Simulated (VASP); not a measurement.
Runs of VASP 6.6.1 on TiAl. The structure is that of space group Pm-3m (No. 221), or close to it. The cells are those of the table. 

| level | potentials or basis | cell | k mesh | gap on the mesh (eV) | pressure (GPa) |
| --- | --- | --- | --- | --- | --- |
| PBE | VASP PAW PBE potentials, release 64 (Ti_sv, Al) | a = 3.331 Å, 2 atoms | 14 × 14 × 14 | none | -11.3 |
| PBE | VASP PAW PBE potentials, release 64 (Ti_sv, Al) | a = 3.233, b = 3.281 Å, 2 atoms | 12 × 12 × 12 | none | -5.8 |
| LDA | VASP PAW LDA potentials, release 64 (Ti_sv, Al) | a = 3.259 Å, 2 atoms | 14 × 14 × 14 | none | (a) |
| PBE | VASP PAW PBE potentials, release 64 (Ti_sv, Al) | a = 3.223 Å, 2 atoms | 14 × 14 × 14 | none | (b) |
| PBE | VASP PAW PBE potentials, release 64 (Ti_sv, Al) | a = 3.202 Å, 2 atoms | 14 × 14 × 14 | none | -1.6 |

Alike in all rows: task single point; no spin polarisation; cutoff (eV) 520; smearing gaussian 0.1 eV.

Task: Fill in the values left out.

Result: (a) -12.3; (b) -3.6.

A gap of «none» marks levels without a gap at the run's occupations.
